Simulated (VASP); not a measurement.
Here is a VASP 6.6.1 calculation.

Contents of INCAR:

```
SYSTEM = Ge
  PREC = Accurate
  ENCUT = 520
  EDIFF = 1E-6
  ISMEAR = -1
  SIGMA = 0.05
  LREAL = .False.
  LASPH = .True.
  NELM = 80
  ALGO = Normal
  ISIF = 2
  LWAVE = .False.
  LCHARG = .False.
  GGA = PS
  NBANDS = 21
```

Contents of KPOINTS:

```
Automatic mesh
0
Gamma
  9 9 9
  0 0 0
```

Contents of POSCAR:

```
Ge
1.0
    0.0000000000      2.8802024045      2.8802024045
    2.8802024045      0.0000000000      2.8802024045
    2.8802024045      2.8802024045      0.0000000000
Ge
2
Direct
    0.5000000000      0.5000000000      0.5000000000
    0.7500000000      0.7500000000      0.7500000000
```

Potentials or basis: VASP PAW PBE potentials, release 64 (Ge_d).

Launch:

```sh
$ cat potpaw_PBE.64/Ge_d/POTCAR > POTCAR
$ mpirun -np 1 vasp_std > vasp.out
```

Question: What does it give for the band gap on the k mesh?

Answer: Zero (band 14 reaches 4.35 eV, above the bottom of band 15 at 4.34 eV).

Question: Estimate the pressure.

Answer: -2.8 GPa.

Caveat: the PAW data sets were made with another functional, which shifts forces and pressure a little.
